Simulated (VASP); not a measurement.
Write the native input for VASP 6.6.1 that does the following.

| Property | Result |
| --- | --- |
| Task | relaxation of cell and atoms |
| Functional | PBEsol |
| Potentials or basis | VASP PAW PBE potentials, release 64 (Pt) |
| Cutoff | 600 eV |
| k mesh | 10 × 10 × 10 |
| Occupations | fermi-dirac, width 0.1 eV |
| Spin | no spin polarisation |
| Dipole correction | no |
| Further INCAR settings | ALGO = Normal; EDIFF = 1e-07; IBRION = 2; EDIFFG = -0.01; NSW = 80; ISIF = 3 |

The structure of Pt lies in POSCAR:

```
Pt
1.0
    0.0000000000      2.7314125730      2.7314125730
    2.7314125730      0.0000000000      2.7314125730
    2.7314125730      2.7314125730      0.0000000000
Pt
2
Direct
    0.1250000000      0.1250000000      0.1250000000
    0.8750000000      0.8750000000      0.8750000000
```

This isn't the form of Pt at room conditions, which is fcc.

The input as run:

INCAR

```
SYSTEM = Pt
PREC = Accurate ; ENCUT = 600
EDIFF = 1E-7 ; ISMEAR = -1
SIGMA = 0.1 ; LREAL = .False.
LASPH = .True. ; NELM = 60
ALGO = Normal ; ISIF = 3
LWAVE = .False. ; LCHARG = .False.
GGA = PS ; IBRION = 2
NSW = 80 ; EDIFFG = -0.01
```

KPOINTS

```
regular mesh
0
Gamma
  10 10 10
  0 0 0
```

Potentials or basis: VASP PAW PBE potentials, release 64 (Pt).

Launch:

```console
$ cat potpaw_PBE.64/Pt/POTCAR > POTCAR
$ mpirun -np 1 vasp_std > vasp.out
```

Results of the run:

```
Relaxed volume                        : 22.99 Å³/atom
Relaxed cell                          : a = 4.021 Å, b = 4.021 Å, c = 4.021 Å, α = 60.00°, β = 60.00°, γ = 60.00°
Space group after relaxing (to 0.1 Å) : Fd-3m (No. 227)
Energy gained by relaxing             : 160.5 meV/atom
Ionic steps                           : 5
Pressure after relaxing               : 0.0 GPa
Band gap on the k mesh                : zero (bands 10 and 11 overlap by 0.61 eV)
```

Caveat: the PAW data sets were made with another functional, which shifts forces and pressure a little; spin-orbit coupling is left out, which moves the levels of the heavy elements.

Wall time 3.1 min on 1 thread of AMD EPYC 7R13, with other jobs on the host, peak memory 0.17 GiB.
